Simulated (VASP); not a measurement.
## Te: single point with PBE

The system is Te.

```xyz
1
Lattice="2.3340 1.3475 1.8718 -2.3340 1.3475 1.8718 0.0000 -2.6951 1.8718" Properties=species:S:1:pos:R:3 pbc="T T T"
Te    0.0000    0.0000    2.8078
```

| Item | Value |
| --- | --- |
| Program | VASP 6.6.1 |
| Task | single point |
| Functional | PBE |
| Potentials or basis | VASP PAW PBE potentials, release 64 (Te) |
| Cutoff | 520 eV |
| k mesh | 15 × 15 × 15 |
| Occupations | gaussian, width 0.15 eV |
| Spin | no spin polarisation |

* Pressure: -3.2 GPa
* Band gap on the k mesh: zero (bands 3 and 4 overlap by 4.81 eV)

Stress tensor (GPa, compression positive):
```
-3.32  0.00  0.00
 0.00 -3.32  0.00
 0.00  0.00 -3.10
```

Levels at points of the mesh, in eV from the Fermi level:
```
           k point  band 1  band 2  band 3  band 4  band 5  band 6
(0.00, 0.00, 0.00)  -13.03    1.06    1.14    1.14    6.16    6.16
```

Run time: 17 s on 1 thread of Intel(R) Xeon(R) 6975P-C (Granite Rapids) (shared host), peak memory 0.22 GiB.

Caveat: the cell stands under tension; spin-orbit coupling is left out, which moves the levels of the heavy elements.
